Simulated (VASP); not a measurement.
# Ni (P6_3/mmc) in VASP: notebook

Ni is run at these levels: PBEsol; tasks: single point.

Everything below comes from runs of VASP 6.6.1. Logs are shortened: lines on timing, memory, paths and dates and some standing lists are left out, and cuts for length are marked.

## (1) The cell of the first run

It takes space group P6_3/mmc (No. 194, hexagonal). Conventional cell: a = 2.447 Å, b = 2.447 Å, c = 8.021 Å, α = 90.00°, β = 90.00°, γ = 120.00°. Ni (site symmetry -3m) has 12 Ni at 2.45 Å within 3.2 Å. Within 3.2 Å of Ni (site symmetry -6m2) lie 12 Ni at 2.45 Å.

## (2) Single point, PBEsol, collinear spin, ferromagnetic start

The input, INCAR:

```
PREC = Accurate ; ENCUT = 520
EDIFF = 1E-6 ; ISMEAR = 0
SIGMA = 0.1 ; LREAL = F
LASPH = T ; NELM = 150
ALGO = Normal ; ISIF = 2
LWAVE = F ; LCHARG = T
ISPIN = 2 ; MAGMOM = 0.71 0.71 0.71 0.71
LORBIT = 11 ; LMAXMIX = 4
GGA = PS ; LELF = T
LVHAR = T ; NBANDS = 32
```

The input, KPOINTS:

```
regular mesh
0
Gamma
  21 21 6
```

The input, POSCAR:

```
Ni
1.0
    2.4466288353      0.0000000000      0.0000000000
   -1.2233144176      2.1188427250      0.0000000000
    0.0000000000      0.0000000000      8.0214400915
Ni
4
Direct
    0.0000000000      0.0000000000      0.0000000000
    0.0000000000      0.0000000000      0.5000000000
    0.3333333333      0.6666666667      0.7500000000
    0.6666666667      0.3333333333      0.2500000000
```

Potentials or basis: VASP PAW PBE potentials, release 64 (Ni).

Command:

```console
$ cat potpaw_PBE.64/Ni/POTCAR > POTCAR
$ mpirun -np 1 vasp_std > vasp.out
```

OUTCAR:

```text
PREC = Accurate
   ENCUT = 520
   EDIFF = 1E-6
   ISMEAR = 0
   LREAL = F
   LASPH = T
   NELM = 150
   ISIF = 2
   ISPIN = 2
   LORBIT = 11
   GGA = PS

 ion  position               nearest neighbor table
   1  0.000  0.000  0.000-   3 2.45   4 2.45   3 2.45   4 2.45   4 2.45   3 2.45
   2  0.000  0.000  0.500-   3 2.45   4 2.45   3 2.45   4 2.45   4 2.45   3 2.45
   3  0.333  0.667  0.750-   1 2.45   2 2.45   1 2.45   2 2.45   1 2.45   2 2.45
   4  0.667  0.333  0.250-   1 2.45   2 2.45   1 2.45   2 2.45   1 2.45   2 2.45

  LATTYP: Found a hexagonal cell.
 ALAT       =     2.4466288353
 C/A-ratio  =     3.2785684431

  Lattice vectors:

 A1 = (   2.4466288353,   0.0000000000,   0.0000000000)
 A2 = (  -1.2233144176,   2.1188427250,   0.0000000000)
 A3 = (   0.0000000000,   0.0000000000,   8.0214400915)

Analysis of symmetry for initial positions (statically):
=====================================================================
 Subroutine PRICEL returns:
 Original cell was already a primitive cell.

 Routine SETGRP: Setting up the symmetry group for a
 hexagonal supercell.

 Subroutine GETGRP returns: Found 24 space group operations
 (whereof 12 operations were pure point group operations)
 out of a pool of 24 trial point group operations.

The static configuration has the point symmetry D_3d.
 The point group associated with its full space group is D_6h.

Analysis of symmetry for dynamics (positions and initial velocities):
=====================================================================
 Subroutine PRICEL returns:
 Original cell was already a primitive cell.

 Routine SETGRP: Setting up the symmetry group for a
 hexagonal supercell.

 Subroutine GETGRP returns: Found 24 space group operations
 (whereof 12 operations were pure point group operations)
 out of a pool of 24 trial point group operations.

The dynamic configuration has the point symmetry D_3d.
 The point group associated with its full space group is D_6h.

Analysis of structural, dynamic, and magnetic symmetry:
=====================================================================
 Subroutine PRICEL returns:
 Original cell was already a primitive cell.

 Routine SETGRP: Setting up the symmetry group for a
 hexagonal supercell.

 Subroutine GETGRP returns: Found 24 space group operations
 (whereof 12 operations were pure point group operations)
 out of a pool of 24 trial point group operations.

The overall configuration has the point symmetry D_3d.
 The point group associated with its full space group is D_6h.

 Subroutine INISYM returns: Found 24 space group operations
 (whereof 12 operations are pure point group operations),
 and found     1 'primitive' translations

----------------------------------------------------------------------------------------

                                     Primitive cell

  volume of cell :      41.5833

  direct lattice vectors                    reciprocal lattice vectors
     2.446628835  0.000000000  0.000000000     0.408725666  0.235977873  0.000000000
    -1.223314418  2.118842725  0.000000000     0.000000000  0.471955747  0.000000000
     0.000000000  0.000000000  8.021440092     0.000000000  0.000000000  0.124665894

  length of vectors
     2.446628835  2.446628835  8.021440092     0.471955746  0.471955747  0.124665894

  position of ions in fractional coordinates (direct lattice)
     0.000000000  0.000000000  0.000000000
     0.000000000  0.000000000  0.500000000
     0.333333333  0.666666667  0.750000000
     0.666666667  0.333333333  0.250000000

  ion indices of the primitive-cell ions
   primitive index   ion index
                 1           1
                 2           2
                 3           3
                 4           4

----------------------------------------------------------------------------------------

 KPOINTS: regular mesh

Automatic generation of k-mesh.
 Grid dimensions read from file:
 generate k-points for:   21   21    6

 Generating k-lattice:

  Cartesian coordinates                     Fractional coordinates (reciprocal lattice)
     0.019463127  0.011237042  0.000000000     0.047619048  0.000000000  0.000000000
     0.000000000  0.022474083  0.000000000     0.000000000  0.047619048  0.000000000
     0.000000000  0.000000000  0.020777649     0.000000000  0.000000000  0.166666667

  Length of vectors
     0.022474083  0.022474083  0.020777649

  Shift w.r.t. Gamma in fractional coordinates (k-lattice)
     0.000000000  0.000000000  0.000000000

 Subroutine IBZKPT returns following result:
 ===========================================

 Found    192 irreducible k-points:

 Following reciprocal coordinates:
            Coordinates               Weight
  0.000000  0.000000  0.000000      1.000000
  0.047619  0.000000  0.000000      6.000000
  0.095238  0.000000  0.000000      6.000000
  0.142857  0.000000  0.000000      6.000000
  0.190476  0.000000  0.000000      6.000000
  0.238095  0.000000  0.000000      6.000000
[... 16 lines left out ...]
  0.142857  0.095238  0.000000     12.000000
  0.190476  0.095238  0.000000     12.000000
 [... further k-points ...]
   k-points           NKPTS =    192   k-points in BZ     NKDIM =    192   number of bands    NBANDS=     32
   number of dos      NEDOS =    301   number of ions     NIONS =      4
   total plane-waves  NPLWV =  19440
   dimension x,y,z NGX =    18 NGY =   18 NGZ =   60
   dimension x,y,z NGXF=    36 NGYF=   36 NGZF=  120
   ions per type =               4
   NGX,Y,Z   is equivalent  to a cutoff of  12.23, 12.23, 12.44 a.u.
   NGXF,Y,Z  is equivalent  to a cutoff of  24.46, 24.46, 24.87 a.u.
 SYSTEM =  unknown system
   PREC   = accura    normal or accurate (medium, high low for compatibility)
   ISTART =      0    job   : 0-new  1-cont  2-samecut
   ICHARG =      2    charge: 1-file 2-atom 10-const
   ISPIN  =      2    spin polarized calculation?
   LNONCOLLINEAR =      F non collinear calculations
   LSORBIT =      F    spin-orbit coupling
   LASPH  =      T    aspherical Exc in radial PAW
   ENCUT  =  520.0 eV  38.22 Ry    6.18 a.u.   4.55  4.55 14.91*2*pi/ulx,y,z
   NELM   =    150;   NELMIN=  2; NELMDL= -5     # of ELM steps
   EDIFF  = 0.1E-05   stopping-criterion for ELM
   LREAL  =      F    real-space projection
   EDIFFG = 0.1E-04   stopping-criterion for IOM
   NSW    =      0    number of steps for IOM
   IBRION =     -1    ionic relax: 0-MD 1-quasi-New 2-CG
   NFREE  =      0    steps in history (QN), initial steepest desc. (CG)
   ISIF   =      2    stress and relaxation
   ISYM   =      2    0-nonsym 1-usesym 2-fastsym
   POTIM  = 0.5000    time-step for ionic-motion
   TEBEG  =    0.0;   TEEND  =   0.0 temperature during run
   PSTRESS=    0.0 pullay stress
   NELECT =      40.0000    total number of electrons
   NUPDOWN=      -1.0000    fix difference up-down
   EMIN   =  10.00;   EMAX   =-10.00  energy-range for DOS
   EFERMI =   0.00;   METHOD = LEGACY
   ISMEAR =     0;   SIGMA  =   0.10  broadening in eV -4-tet -1-fermi 0-gaus
   EFERMI_NEDOS =   21; number of points for ismear=-14 and -15
   IALGO  =     38    algorithm
   IMIX   =      4    mixing-type and parameters
     AMIX     =   0.40;   BMIX     =  1.00
     AMIX_MAG =   1.60;   BMIX_MAG =  1.00
  volume/ion in A,a.u.               =      10.40        70.15
  Fermi-wavevector in a.u.,A,eV,Ry     =   1.616051  3.053894 35.533266  2.611621
  Thomas-Fermi vector in A             =   2.710700
   LORBIT       =     11    0 simple, 1 ext, 2 COOP (PROOUT), +10 PAW based schemes
   GGA     = PS    functional components
   LHFCALC =     F    Hartree Fock is set to
   AEXX    =    0.0000 exact exchange contribution
   IVDW    =     0    specifies the selected vdW correction
   LEPSILON=     F    determine dielectric tensor
   LRPA    =     F    only Hartree local field effects (RPA)
 spin polarized calculation
 Gauss-broadening in eV      SIGMA  =   0.10
  energy-cutoff  :      520.00
  volume of cell :       41.58
 maximum number of plane-waves:      1151
   NGX =  9   NGY =  9   NGZ = 29

 number of electron      39.9999967 magnetization       2.4360893

 Free energy of the ion-electron system (eV)
  ---------------------------------------------------
  ext. energy  EPLUGINS =         0.00000000
  ---------------------------------------------------
  free energy    TOTEN  =       -24.51002647 eV

  energy without entropy =      -24.47257583  energy(sigma->0) =      -24.49130115

 E-fermi :   9.8557     XC(G=0): -13.7067

 val. band max:        9.8555639806   @ k =   0.3333   0.2857   0.3333
 cond. band min:       9.8563345220   @ k =   0.0952   0.0952   0.3333
 fundamental gap:      0.0007705415
 Fermi energy:         9.8556736574

 spin component 1

 k-point     1 :       0.0000    0.0000    0.0000
  band No.  band energies     occupation
      1       0.4637      1.00000
      2       2.7493      1.00000
      3       2.7548      1.00000
      4       4.7436      1.00000
      5       6.9362      1.00000
      6       6.9993      1.00000
[... 24 lines left out ...]
     31      35.1663      0.00000
     32      35.1663      0.00000

 k-point     2 :       0.0476    0.0000    0.0000
  band No.  band energies     occupation
      1       0.5457      1.00000
      2       2.8213      1.00000
      3       2.8267      1.00000
      4       4.7963      1.00000
      5       6.8877      1.00000
      6       6.9750      1.00000
[... 24 lines left out ...]
     31      34.0007      0.00000
     32      34.5160      0.00000
[... 733 lines left out ...]
     31      27.8380      0.00000
     32      29.1789      0.00000

 k-point    24 :       0.1905    0.0952    0.0000
  band No.  band energies     occupation
      1       2.5986      1.00000
      2       4.3916      1.00000
      3       4.3930      1.00000
      4       5.7621      1.00000
      5       6.3754      1.00000
      6       6.4422      1.00000
[... 24 lines left out ...]
     31      26.4457      0.00000
     32      28.3077      0.00000

 [... further k-points ...]

 spin component 2

 k-point     1 :       0.0000    0.0000    0.0000
  band No.  band energies     occupation
      1       0.4552      1.00000
      2       2.7706      1.00000
      3       2.7714      1.00000
      4       5.1435      1.00000
      5       7.5551      1.00000
      6       7.5687      1.00000
[... 24 lines left out ...]
     31      35.2678      0.00000
     32      35.2678      0.00000

 k-point     2 :       0.0476    0.0000    0.0000
  band No.  band energies     occupation
      1       0.5373      1.00000
      2       2.8431      1.00000
      3       2.8439      1.00000
      4       5.1992      1.00000
      5       7.5108      1.00000
      6       7.5464      1.00000
[... 24 lines left out ...]
     31      34.1017      0.00000
     32      34.5088      0.00000
[... 733 lines left out ...]
     31      27.9572      0.00000
     32      29.2759      0.00000

 k-point    24 :       0.1905    0.0952    0.0000
  band No.  band energies     occupation
      1       2.6056      1.00000
      2       4.4752      1.00000
      3       4.4779      1.00000
      4       6.2483      1.00000
      5       6.8350      1.00000
      6       6.9888      1.00000
[... 24 lines left out ...]
     31      26.5600      0.00000
     32      28.4136      0.00000

 [... further k-points ...]

------------------------ aborting loop because EDIFF is reached ----------------------------------------

  FORCE on cell =-STRESS in cart. coord.  units (eV):
  Direction    XX          YY          ZZ          XY          YZ          ZX
  --------------------------------------------------------------------------------------
  -------------------------------------------------------------------------------------
  Total       -0.0489485     -0.0489485     -0.0323173     -0.0000000      0.0000000      0.0000000
  in kB       -1.8859533     -1.8859533     -1.2451643     -0.0000000      0.0000000      0.0000000
  external PRESSURE =      -1.6723570 kB  Pullay stress =       0.0000000 kB

 VOLUME and BASIS-vectors are now :
 -----------------------------------------------------------------------------
  energy-cutoff  :      520.00
  volume of cell :       41.58
      direct lattice vectors                 reciprocal lattice vectors
     2.446628835  0.000000000  0.000000000     0.408725666  0.235977873  0.000000000
    -1.223314418  2.118842725  0.000000000     0.000000000  0.471955747  0.000000000
     0.000000000  0.000000000  8.021440092     0.000000000  0.000000000  0.124665894

 POSITION                                       TOTAL-FORCE (eV/Angst)
 -----------------------------------------------------------------------------------
      0.00000      0.00000      0.00000         0.000000      0.000000      0.000000
      0.00000      0.00000      4.01072         0.000000      0.000000      0.000000
     -0.00000      1.41256      6.01608        -0.000000     -0.000000     -0.000000
      1.22331      0.70628      2.00536         0.000000      0.000000      0.000000
 -----------------------------------------------------------------------------------
    total drift:                               -0.000000      0.000000      0.000000

  FREE ENERGIE OF THE ION-ELECTRON SYSTEM (eV)
  ---------------------------------------------------
  free  energy   TOTEN  =       -24.5100264706 eV

  energy  without entropy=      -24.4725758291  energy(sigma->0) =      -24.49130115

 total charge

# of ion       s       p       d       tot
------------------------------------------
    1        0.520   0.543   8.336   9.399
    2        0.520   0.543   8.336   9.399
    3        0.520   0.545   8.334   9.399
    4        0.520   0.545   8.334   9.399
--------------------------------------------------
tot          2.079   2.177  33.340  37.596

 magnetization (x)

# of ion       s       p       d       tot
------------------------------------------
    1       -0.006  -0.024   0.637   0.608
    2       -0.006  -0.024   0.637   0.608
    3       -0.006  -0.024   0.651   0.621
    4       -0.006  -0.024   0.651   0.621
--------------------------------------------------
tot         -0.023  -0.096   2.578   2.458
```

Run time: 3.5 min. Hardware: 1 thread of Intel Xeon 6975P-C (Granite Rapids), shared host; peak memory 0.42 GiB.

Results:

| Item | Value |
| --- | --- |
| Free energy | -24.5100 eV |
| Pressure | -0.2 GPa |
| Net moment | 2.44 μB per cell |
| Site moments | Ni +0.61, +0.62 μB |
| Valence electrons inside the program's atomic spheres | Ni 9.40 |

Levels at points of the mesh, in eV from the Fermi level:
Spin up:
| k point | band 18 | band 19 | band 20 | band 21 | band 22 | band 23 | band 24 | band 25 |
| --- | --- | --- | --- | --- | --- | --- | --- | --- |
| (0.00, 0.00, 0.00) | -1.22 | -1.22 | -0.98 | -0.98 | -0.62 | -0.62 | -0.48 | 5.92 |
| (0.00, 0.00, 0.50) | -1.36 | -1.36 | -1.36 | -0.78 | -0.78 | -0.78 | -0.78 | 9.01 |
Spin down:
| k point | band 14 | band 15 | band 16 | band 17 | band 18 | band 19 | band 20 | band 21 | band 22 | band 23 |
| --- | --- | --- | --- | --- | --- | --- | --- | --- | --- | --- |
| (0.00, 0.00, 0.00) | -1.57 | -1.57 | -0.91 | -0.91 | -0.57 | -0.57 | -0.50 | -0.31 | -0.31 | 0.09 |
| (0.00, 0.00, 0.50) | -1.70 | -1.70 | -1.70 | -0.74 | -0.74 | -0.74 | -0.74 | -0.08 | -0.08 | -0.08 |

Caveat: the PAW data sets were made with another functional, which shifts forces and pressure a little.

(Continued in part 2 of 2.)
